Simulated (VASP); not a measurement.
Crystal: TlCuF6.

```
Tl Cu F
1.0
     6.18692    0.00000    0.00000
     3.09346    5.35803    0.00000
     3.09346    1.78601    5.05160
Tl Cu F
1 1 6
Direct
  0.00000 0.00000 0.00000
  0.50000 0.50000 0.50000
  0.26499 0.26499 0.73501
  0.26499 0.73501 0.73501
  0.73501 0.73501 0.26499
  0.26499 0.73501 0.26499
  0.73501 0.26499 0.73501
  0.73501 0.26499 0.26499
```

| Item | Value |
| --- | --- |
| Program | VASP 6.6.1 |
| Task | relaxation of cell and atoms |
| Functional | LDA |
| Potentials or basis | VASP PAW LDA potentials, release 64 (Tl_d, Cu, F) |
| Cutoff | 600 eV |
| k mesh | 5 × 5 × 5 |
| Occupations | gaussian, width 0.02 eV |
| Spin | no spin polarisation |

At the start: pressure -14.0 GPa; volume 20.93 Å³/atom.

Question: Where does the relaxation end?

Answer: Over 6 steps the energy falls by 317.0 meV/atom and the volume is 15.65 Å³/atom (-25.2 %); space group Fm-3m (No. 225, to 0.05 Å).

The path:
| step | energy change (eV) | largest force (eV/Å) | pressure (GPa) | volume (Å³) |
| --- | --- | --- | --- | --- |
| 1 | 0.0000 | 0.2453 | -14.03 | 167.46 |
| 2 | -2.5291 | 0.0109 | -1.31 | 126.84 |
| 3 | -2.5359 | 0.0385 | -0.04 | 125.26 |
| 4 | -2.5346 | 0.0525 | 0.59 | 124.49 |
| 5 | -2.5357 | 0.0150 | -0.32 | 125.54 |
| 6 | -2.5361 | 0.0073 | -0.01 | 125.19 |

Final structure:
```xyz
8
Lattice="5.6151 0.0000 0.0000 2.8076 4.8628 0.0000 2.8076 1.6209 4.5847" Properties=species:S:1:pos:R:3 pbc="T T T"
Tl    2.8076    4.8628    0.0000
Cu    5.6151    3.2419    2.2924
F     4.3024    2.4840    3.3642
F     5.6151    4.7577    3.3642
F     6.9278    3.9998    1.2206
F     4.3024    3.9998    1.2206
F     6.9278    2.4840    3.3642
F     5.6151    1.7261    1.2206
```

Caveat: the volume moved by over 15 % at a fixed basis, so the end points are rough.
